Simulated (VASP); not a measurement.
# Al5GaAs6 in VASP: a series of runs, part 2 of 2

VASP 6.6.1.

**3. Single point, PBE**

This run uses another cell than the first one, of the same volume but with other edges.

INCAR

```
SYSTEM = Al5GaAs6
PREC = Accurate
ENCUT = 520
EDIFF = 1E-6
ISMEAR = 0
SIGMA = 0.1
LREAL = .False.
LASPH = .True.
NELM = 60
ALGO = Normal
ISIF = 2
LWAVE = .False.
LCHARG = .False.
GGA = PE
NBANDS = 41
```

KPOINTS

```
Automatic mesh
0
Gamma
  4 2 1
  0 0 0
```

POSCAR

```
Al5GaAs6
1.0
   -4.0828048571     -0.0006382807     -0.0000589145
   -0.0002329911      0.0017383747     -5.6021804843
   -0.0004730469    -12.3595708458     -0.0024748443
Al Ga As
5 1 6
Direct
    0.0000670856      0.9993498439      0.1669303115
    0.0000570343      0.9993606453      0.8330685104
    0.5000033131      0.4990874368      0.6666312368
    0.0000053991     -0.0007993478      0.4999963661
    0.4999234962      0.4990656707      0.3333851869
    0.4999815419      0.5002363198      0.0000096539
    0.5000403749      0.2493882132      0.1669397408
   -0.0000159390      0.7535793092     -0.0000070092
    0.5000423507      0.2494004353      0.8330597211
   -0.0000138062      0.7505668615      0.6665050477
    0.4999871436      0.2502137925      0.5000010365
   -0.0000779944      0.7505508197      0.3334801972
```

Potentials or basis: VASP PAW PBE potentials, release 64 (Al, Ga_d, As).

Command:

```bash
$ cat potpaw_PBE.64/Al/POTCAR potpaw_PBE.64/Ga_d/POTCAR potpaw_PBE.64/As/POTCAR > POTCAR
$ mpirun -np 1 vasp_std > vasp.out
```

OUTCAR:

```text
SYSTEM = Al5GaAs6
   PREC = Accurate
   ENCUT = 520
   EDIFF = 1E-6
   ISMEAR = 0
   LREAL = .False.
   LASPH = .True.
   NELM = 60
   ISIF = 2
   GGA = PE

 ion  position               nearest neighbor table
   1  0.000  0.999  0.167-   7 2.48   7 2.48   8 2.48  12 2.49
   2  0.000  0.999  0.833-   9 2.48   9 2.48   8 2.48  10 2.49
   3  0.500  0.499  0.667-  10 2.48  10 2.48  11 2.49   9 2.49
   4  0.000  0.999  0.500-  11 2.48  11 2.48  12 2.49  10 2.49
   5  0.500  0.499  0.333-  12 2.48  12 2.48  11 2.49   7 2.49
   6  0.500  0.500  0.000-   8 2.49   8 2.49   9 2.50   7 2.50
   7  0.500  0.249  0.167-   1 2.48   1 2.48   5 2.49   6 2.50
   8  1.000  0.754  1.000-   1 2.48   2 2.48   6 2.49   6 2.49
   9  0.500  0.249  0.833-   2 2.48   2 2.48   3 2.49   6 2.50
  10  1.000  0.751  0.667-   3 2.48   3 2.48   4 2.49   2 2.49
  11  0.500  0.250  0.500-   4 2.48   4 2.48   3 2.49   5 2.49
  12  1.000  0.751  0.333-   5 2.48   5 2.48   4 2.49   1 2.49

  LATTYP: Found a triclinic cell.
 ALAT       =    13.0157079329
 B/A-ratio  =     0.3136828921
 C/A-ratio  =     0.4304169076
 COS(alpha) =     0.0000559708
 COS(beta)  =     0.0001220731
 COS(gamma) =     0.3134980922

  Lattice vectors:

 A1 = (   4.0823318102, -12.3589325651,  -0.0024159298)
 A2 = (   4.0828048571,   0.0006382807,   0.0000589145)
 A3 = (   0.0002329911,  -0.0017383747,   5.6021804843)

Analysis of symmetry for initial positions (statically):
=====================================================================
 Subroutine PRICEL returns:
 Original cell was already a primitive cell.

 Routine SETGRP: Setting up the symmetry group for a
 triclinic supercell.

 Subroutine GETGRP returns: Found  1 space group operations
 (whereof  1 operations were pure point group operations)
 out of a pool of  2 trial point group operations.

The static configuration has the point symmetry C_1 .

Analysis of symmetry for dynamics (positions and initial velocities):
=====================================================================
 Subroutine PRICEL returns:
 Original cell was already a primitive cell.

 Routine SETGRP: Setting up the symmetry group for a
 triclinic supercell.

 Subroutine GETGRP returns: Found  1 space group operations
 (whereof  1 operations were pure point group operations)
 out of a pool of  2 trial point group operations.

The dynamic configuration has the point symmetry C_1 .

 Subroutine INISYM returns: Found  1 space group operations
 (whereof  1 operations are pure point group operations),
 and found     1 'primitive' translations

----------------------------------------------------------------------------------------

                                     Primitive cell

  volume of cell :     282.6957

  direct lattice vectors                    reciprocal lattice vectors
    -4.082804857 -0.000638281 -0.000058914    -0.244929660  0.000009372  0.000010189
    -0.000232991  0.001738375 -5.602180484     0.000002570  0.000035743 -0.178501914
    -0.000473047-12.359570846 -0.002474844     0.000012649 -0.080908954 -0.000025107

  length of vectors
     4.082804907  5.602180759 12.359571103     0.244929661  0.178501917  0.080908958

  position of ions in fractional coordinates (direct lattice)
     0.000067086  0.999349844  0.166930312
[... 63 lines left out ...]
   total plane-waves  NPLWV = 120960
   dimension x,y,z NGX =    30 NGY =   42 NGZ =   96
   dimension x,y,z NGXF=    60 NGYF=   84 NGZF=  192
   ions per type =               5   1   6
   NGX,Y,Z   is equivalent  to a cutoff of  12.22, 12.46, 12.91 a.u.
   NGXF,Y,Z  is equivalent  to a cutoff of  24.43, 24.93, 25.83 a.u.
 SYSTEM =  Al5GaAs6
   PREC   = accura    normal or accurate (medium, high low for compatibility)
   ISTART =      0    job   : 0-new  1-cont  2-samecut
   ICHARG =      2    charge: 1-file 2-atom 10-const
   ISPIN  =      1    spin polarized calculation?
   LNONCOLLINEAR =      F non collinear calculations
   LSORBIT =      F    spin-orbit coupling
   LASPH  =      T    aspherical Exc in radial PAW
   ENCUT  =  520.0 eV  38.22 Ry    6.18 a.u.   7.59 10.42 22.98*2*pi/ulx,y,z
   NELM   =     60;   NELMIN=  2; NELMDL= -5     # of ELM steps
   EDIFF  = 0.1E-05   stopping-criterion for ELM
   LREAL  =      F    real-space projection
   EDIFFG = 0.1E-04   stopping-criterion for IOM
   NSW    =      0    number of steps for IOM
   IBRION =     -1    ionic relax: 0-MD 1-quasi-New 2-CG
   NFREE  =      0    steps in history (QN), initial steepest desc. (CG)
   ISIF   =      2    stress and relaxation
   ISYM   =      2    0-nonsym 1-usesym 2-fastsym
   POTIM  = 0.5000    time-step for ionic-motion
   TEBEG  =    0.0;   TEEND  =   0.0 temperature during run
   PSTRESS=    0.0 pullay stress
   NELECT =      58.0000    total number of electrons
   NUPDOWN=      -1.0000    fix difference up-down
   EMIN   =  10.00;   EMAX   =-10.00  energy-range for DOS
   EFERMI =   0.00;   METHOD = LEGACY
   ISMEAR =     0;   SIGMA  =   0.10  broadening in eV -4-tet -1-fermi 0-gaus
   EFERMI_NEDOS =   21; number of points for ismear=-14 and -15
   IALGO  =     38    algorithm
   IMIX   =      4    mixing-type and parameters
     AMIX     =   0.40;   BMIX     =  1.00
     AMIX_MAG =   1.60;   BMIX_MAG =  1.00
  volume/ion in A,a.u.               =      23.56       158.98
  Fermi-wavevector in a.u.,A,eV,Ry     =   0.965557  1.824638 12.684708  0.932300
  Thomas-Fermi vector in A             =   2.095283
   LORBIT       =      0    0 simple, 1 ext, 2 COOP (PROOUT), +10 PAW based schemes
   GGA     = PE    functional components
   LHFCALC =     F    Hartree Fock is set to
   AEXX    =    0.0000 exact exchange contribution
   IVDW    =     0    specifies the selected vdW correction
   LEPSILON=     F    determine dielectric tensor
   LRPA    =     F    only Hartree local field effects (RPA)
 non-spin polarized calculation
 Gauss-broadening in eV      SIGMA  =   0.10
  energy-cutoff  :      520.00
  volume of cell :      282.70
 maximum number of plane-waves:      7623
   NGX = 15   NGY = 21   NGZ = 45

 number of electron      58.0000015 magnetization

 Free energy of the ion-electron system (eV)
  ---------------------------------------------------
  ext. energy  EPLUGINS =         0.00000000
  ---------------------------------------------------
  free energy    TOTEN  =       -54.66322486 eV

  energy without entropy =      -54.66322486  energy(sigma->0) =      -54.66322486

 E-fermi :   4.1493     XC(G=0):  -8.9695

 val. band max:        3.6795110099   @ k =   0.0000   0.0000   0.0000
 cond. band min:       4.9412029428   @ k =   0.0000   0.0000   0.0000
 fundamental gap:      1.2616919329
 Fermi energy:         4.1493474374

 k-point     1 :       0.0000    0.0000    0.0000
  band No.  band energies     occupation
      1     -10.8678      2.00000
      2     -10.8547      2.00000
      3     -10.8343      2.00000
      4     -10.7981      2.00000
      5     -10.7708      2.00000
      6      -8.2042      2.00000
[... 253 lines left out ...]
     40       8.2804      0.00000
     41       8.3395      0.00000

------------------------ aborting loop because EDIFF is reached ----------------------------------------

  FORCE on cell =-STRESS in cart. coord.  units (eV):
  Direction    XX          YY          ZZ          XY          YZ          ZX
  --------------------------------------------------------------------------------------
  -------------------------------------------------------------------------------------
  Total        0.3057881      0.2990015      0.2733202     -0.0109894      0.0100964     -0.0046511
  in kB        1.7330538      1.6945908      1.5490421     -0.0622825      0.0572211     -0.0263598
  external PRESSURE =       1.6588956 kB  Pullay stress =       0.0000000 kB

 VOLUME and BASIS-vectors are now :
 -----------------------------------------------------------------------------
  energy-cutoff  :      520.00
  volume of cell :      282.70
      direct lattice vectors                 reciprocal lattice vectors
    -4.082804857 -0.000638281 -0.000058914    -0.244929660  0.000009372  0.000010189
    -0.000232991  0.001738375 -5.602180484     0.000002570  0.000035743 -0.178501914
    -0.000473047-12.359570846 -0.002474844     0.000012649 -0.080908954 -0.000025107

 POSITION                                       TOTAL-FORCE (eV/Angst)
 -----------------------------------------------------------------------------------
     -0.00059     -2.06145     -5.59895         0.000689      0.000613     -0.001440
     -0.00086    -10.29463     -5.60066         0.000280     -0.000849     -0.001444
     -2.04185     -8.23873     -2.79766         0.000204     -0.001146      0.001613
     -0.00049     -6.17800     -5.59894         0.000229     -0.000170      0.000100
     -2.04136     -4.11995     -2.79671        -0.000540      0.001538      0.001167
     -2.04144      0.00043     -2.80244        -0.000381      0.000229      0.001988
     -2.04170     -2.06319     -1.39756         0.000034     -0.001681      0.001900
     -4.08339    -12.35881     -4.22422         0.000038     -0.000046     -0.004609
     -2.04203    -10.29615     -1.39928         0.000113      0.001635      0.001984
     -4.08324     -8.23705     -4.20652        -0.000295     -0.001323     -0.000282
     -2.04164     -6.17968     -1.40301        -0.000102     -0.000092     -0.000654
     -4.08282     -4.12101     -4.20561        -0.000268      0.001292     -0.000322
 -----------------------------------------------------------------------------------
    total drift:                                0.000009      0.000009      0.000667

  FREE ENERGIE OF THE ION-ELECTRON SYSTEM (eV)
  ---------------------------------------------------
  free  energy   TOTEN  =       -54.6632248584 eV

  energy  without entropy=      -54.6632248584  energy(sigma->0) =      -54.66322486
```

Wall time 90 s (1 thread of Intel Xeon Platinum 8488C (Sapphire Rapids), shared host); peak memory 0.36 GiB.

What came out:

| Property | Result |
| --- | --- |
| Free energy | -54.6632 eV |
| Pressure | 0.2 GPa |
| Largest force | 0.005 eV/Å |
| Band gap on the k mesh | 1.26 eV, direct |

Forces on the atoms (eV/Å):
```
Al   0.001  0.001 -0.001
Al   0.000 -0.001 -0.001
Al   0.000 -0.001  0.002
Al   0.000  0.000  0.000
Al  -0.001  0.002  0.001
Ga   0.000  0.000  0.002
As   0.000 -0.002  0.002
As   0.000  0.000 -0.005
As   0.000  0.002  0.002
As   0.000 -0.001  0.000
As   0.000  0.000 -0.001
As   0.000  0.001  0.000
```

Levels at points of the mesh, in eV from the valence-band top:
| k point | band 26 | band 27 | band 28 | band 29 | band 30 | band 31 | band 32 | band 33 |
| --- | --- | --- | --- | --- | --- | --- | --- | --- |
| (0.00, 0.00, 0.00) | -0.52 | -0.17 | -0.10 | 0.00 | 1.26 | 1.35 | 1.90 | 2.30 |
| (0.50, 0.00, 0.00) | -2.22 | -2.21 | -1.20 | -1.16 | 1.96 | 1.99 | 2.13 | 2.13 |
| (0.00, 0.50, 0.00) | -1.13 | -1.11 | -1.07 | -1.04 | 1.77 | 2.29 | 2.31 | 2.36 |
| (0.50, 0.50, 0.00) | -1.13 | -1.07 | -0.84 | -0.80 | 1.46 | 1.80 | 3.76 | 3.93 |

Caveat: the k points lie up to 0.56 Å⁻¹ apart. A k mesh can miss the band edges.

**4. Single point, PBE**

INCAR

```
SYSTEM = Al5GaAs6
  PREC = Accurate
  ENCUT = 520
  EDIFF = 1E-6
  ISMEAR = 0
  SIGMA = 0.1
  LREAL = .FALSE.
  LASPH = .TRUE.
  NELM = 80
  ALGO = Normal
  ISIF = 2
  LWAVE = .FALSE.
  LCHARG = .TRUE.
  GGA = PE
  LELF = .TRUE.
  LVHAR = .TRUE.
  NBANDS = 41
```

KPOINTS

```
Automatic mesh
0
G
  4 2 4
  0 0 0
```

POSCAR

```
Al5GaAs6
1.0
    4.0541710000      0.0000000000      0.0000000000
    0.0000000000     12.1580710000      0.0000000000
    0.0000000000      0.0000000000      5.7293490000
Al Ga As
5 1 6
Direct
    0.0000000000      0.8330770000      0.0000070000
    0.0000000000      0.1669230000      0.0000070000
    0.5000000000      0.3334550000      0.4998620000
    0.0000000000      0.5000000000      0.0000000000
    0.5000000000      0.6665450000      0.4998620000
    0.5000000000      0.0000000000      0.5000850000
    0.5000000000      0.8327760000      0.7507560000
    0.0000000000      0.0000000000      0.2482040000
    0.5000000000      0.1672240000      0.7507560000
    0.0000000000      0.3334820000      0.2501090000
    0.5000000000      0.5000000000      0.7502430000
    0.0000000000      0.6665180000      0.2501090000
```

Command:

```bash
$ cat potpaw_PBE.64/Al/POTCAR potpaw_PBE.64/Ga_d/POTCAR potpaw_PBE.64/As/POTCAR > POTCAR
$ mpirun -np 1 vasp_std > vasp.out
```

Wall time 3.7 min (1 thread of Intel Xeon Platinum 8488C (Sapphire Rapids), shared host); peak memory 0.44 GiB.

Results (log left out):

```yaml
Free_energy: -55.0671 eV
Pressure: 0.2 GPa
Largest_force: 0.011 eV/Å
Band_gap_on_the_k_mesh: 1.42 eV, direct
```

Forces in eV/Å, atoms in the order of the input:
```
Al   0.000  0.004 -0.007
Al   0.000 -0.004 -0.007
Al   0.000  0.000 -0.007
Al   0.000  0.000 -0.007
Al   0.000  0.000 -0.007
Ga   0.000  0.000 -0.005
As   0.000 -0.002  0.011
As   0.000  0.000 -0.006
As   0.000  0.002  0.011
As   0.000  0.000  0.007
As   0.000  0.000  0.007
As   0.000  0.000  0.007
```

Stress tensor (GPa, compression positive):
```
 0.58  0.00  0.00
 0.00  0.12  0.00
 0.00  0.00 -0.12
```

Levels at points of the mesh, in eV from the valence-band top:
```
           k point  band 27  band 28  band 29  band 30  band 31  band 32
(0.00, 0.00, 0.00)    -0.03    -0.02     0.00     1.42     1.48     2.17
(0.50, 0.00, 0.00)    -2.19    -0.95    -0.92     1.99     2.03     2.16
(0.00, 0.50, 0.00)    -0.49    -0.16    -0.02     1.87     1.95     2.40
(0.50, 0.50, 0.00)    -1.67    -1.66    -1.63     1.48     1.48     1.94
(0.00, 0.00, 0.50)    -1.04    -1.02    -0.91     1.89     2.46     2.47
(0.50, 0.00, 0.50)    -0.88    -0.85    -0.84     1.60     1.96     3.65
(0.00, 0.50, 0.50)    -0.88    -0.84    -0.83     1.55     1.95     2.79
(0.50, 0.50, 0.50)    -1.19    -1.18    -1.13     2.53     2.97     2.98
```

**5. The runs side by side**

```tsv
cell	k mesh	gap on the mesh (eV)	pressure (GPa)	largest force (eV/Å)
a = 4.054, b = 5.729, c = 12.158 Å, 12 atoms	4 × 2 × 1	1.42	0.3	0.03
a = 4.083, b = 5.602, c = 12.360 Å, 12 atoms	4 × 2 × 1	1.26	0.2	-
a = 4.054, b = 12.158, c = 5.729 Å, 12 atoms	4 × 2 × 4	1.42	0.2	0.01
```

Alike in all rows: task single point; level PBE; potentials or basis VASP PAW PBE potentials, release 64 (Al, Ga_d, As); no spin polarisation; cutoff (eV) 520; smearing gaussian 0.1 eV.

Caveats: some runs use coarse meshes.

Total energies depend on the potentials used, so only differences within one code and one set of settings carry meaning.
